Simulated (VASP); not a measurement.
A run of VASP 6.6.1 is set up as follows.

The input INCAR:

```
PREC = Accurate ; ENCUT = 520
EDIFF = 1E-6 ; ISMEAR = -1
SIGMA = 0.06 ; LREAL = F
LASPH = T ; NELM = 80
ALGO = Normal ; ISIF = 2
LWAVE = F ; LCHARG = F
GGA = PE ; NBANDS = 15
```

KPOINTS

```
Automatic mesh
0
Gamma
  5 5 5
```

Contents of POSCAR:

```
KF
1.0
    3.2589550000      0.0000000000      0.0000000000
    0.0000000000      3.2589550000      0.0000000000
    0.0000000000      0.0000000000      3.2589550000
K F
1 1
Direct
    0.0000000000      0.0000000000      0.0000000000
    0.5000000000      0.5000000000      0.5000000000
```

Potentials or basis: VASP PAW PBE potentials, release 64 (K_sv, F).

Run with:

```console
$ cat potpaw_PBE.64/K_sv/POTCAR potpaw_PBE.64/F/POTCAR > POTCAR
$ mpirun -np 1 vasp_std > vasp.out
```

Question: Estimate the band gap on the k mesh.

Answer: 6.29 eV (least direct gap 6.31 eV).

Question: Estimate the pressure.

Answer: 0.0 GPa.

Caveat: an odd mesh through Γ misses points on the zone boundary, where band edges can lie.
